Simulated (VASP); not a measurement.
Crystal: MoS2.

```
CELL_PARAMETERS angstrom
1.57453 0.90905 6.12872
-1.57453 0.90905 6.12872
0.00000 -1.81812 6.12872
ATOMIC_POSITIONS crystal
Mo 0.00000 0.00000 0.00000
S 0.25000 0.25000 0.25000
S 0.41700 0.41700 0.41700
```

Base run:

```yaml
Program: VASP 6.6.1
Functional: r2SCAN
Potentials_or_basis: VASP PAW PBE potentials, release 64 (Mo_sv, S)
Cutoff: 520 eV
k_mesh: 7 × 7 × 7
Occupations: fermi-dirac, width 0.0368 eV
Spin: no spin polarisation
```

Its results: band gap on the k mesh 1.19 eV, indirect (least direct gap 2.29 eV); pressure 6.0 GPa; largest force 0.549 eV/Å.

Question: The run is repeated on the same cell with these changes: functional from r2SCAN to revPBE. What comes out?

Answer: Band gap on the k mesh 1.11 eV, indirect (least direct gap 2.16 eV); pressure 8.9 GPa; largest force 0.729 eV/Å.

Caveats: the PAW data sets were made with another functional, which shifts forces and pressure a little.

A k mesh can miss the band edges.
